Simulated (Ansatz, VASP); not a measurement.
**Two plane-wave programs on Ba**

File INCAR:

```
SYSTEM = Ba
  ALGO = Fast
  EDIFF = 1E-7
  EDIFFG = -0.005
  ENCUT = 600
  GGA = PE
  IBRION = 2
  ISIF = 3
  ISMEAR = 0
  LASPH = .TRUE.
  LCHARG = .FALSE.
  LREAL = .FALSE.
  LWAVE = .FALSE.
  NELM = 100
  NSW = 100
  PREC = Accurate
  SIGMA = 0.1
```

The input KPOINTS:

```
k-points
0
G
  12 12 12
  0 0 0
```

The input POSCAR:

```
Ba
1.0
   -2.5000000000      2.5000000000      2.5000000000
    2.5000000000     -2.5000000000      2.5000000000
    2.5000000000      2.5000000000     -2.5000000000
Ba
1
Direct
    0.0000000000      0.0000000000      0.0000000000
```

Input for Ansatz:

```yaml
crystal:
  lattice:
    - [-2.5, 2.5, 2.5]
    - [2.5, -2.5, 2.5]
    - [2.5, 2.5, -2.5]
  atoms:
    - { symbol: Ba, position: [0.0, 0.0, 0.0] }
basis:
  ecutwfc: 420
kpoints:
  mp_grid: { grid: [12, 12, 12] }
hamiltonian:
  xc: pbe
scf:
  occupations: { method: gaussian, width: 0.1 }
output:
  forces: true
  stress: true
  eigenvalues: true
relax:
  adjacent_minimum: "off"
  f_tol: 0.005
  max_steps: 80
  cell: { stress_tol: 0.05 }
```

Alike in both runs: task relaxation of cell and atoms; functional PBE; k mesh 12 × 12 × 12; occupations gaussian, width 0.1 eV; no spin polarisation.

```csv
,VASP,Ansatz
version,VASP 6.6.1,Ansatz 0.2.0
potentials or method,"VASP PAW PBE potentials, release 64 (Ba_sv), cutoff 600 eV","scalar-relativistic, plane waves, PAW"
valence electrons in the cell,10,10
```

```csv
,VASP,Ansatz,Ansatz less VASP
"gap on the k mesh at the Fermi level, each at its own relaxed structure (eV)",none,none,-
relaxed volume (Å³/atom),63.61,63.26,-0.346
relaxed cell length with the largest relative difference (Å),4.356,4.348,-0.0079
```

A gap of «none» marks a metal or a gap that the smearing closes.

Spin-orbit coupling is off throughout.
